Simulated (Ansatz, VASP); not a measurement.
SiCl4: VASP beside Ansatz

```
Si Cl
1.0
     5.82262    0.00000    0.00000
     0.00000    7.61924    0.00000
     0.00000    0.00000   30.37079
Si Cl
1 4
Cartesian
  2.8441 4.2622 21.7507
  1.8177 5.3917 20.4012
  3.9908 2.8933 20.7750
  1.5247 3.2967 22.9631
  4.0427 5.4770 22.8590
```

Alike in both runs: task single point; functional PBE; dispersion D3(BJ); k mesh 3 × 2 × 1; occupations gaussian, width 0.05 eV; no spin polarisation.

```csv
,VASP,Ansatz
version,VASP 6.6.1,Ansatz 0.2.0
potentials or method,"VASP PAW PBE potentials, release 64 (Si, Cl), cutoff 520 eV","scalar-relativistic, plane waves, PAW"
valence electrons in the cell,32,32
```

Ansatz gave:

| Item | Value |
| --- | --- |
| gap on the k mesh at the Fermi level (eV) | 5.88 |
| rms of the force components (eV/Å) | 0.015 |

Problem. Estimate VASP's values.

Solution. gap on the k mesh at the Fermi level (eV): 5.92; rms of the force components (eV/Å): 0.028.

Atom by atom the forces differ by 0.027 eV/Å (rms over components).
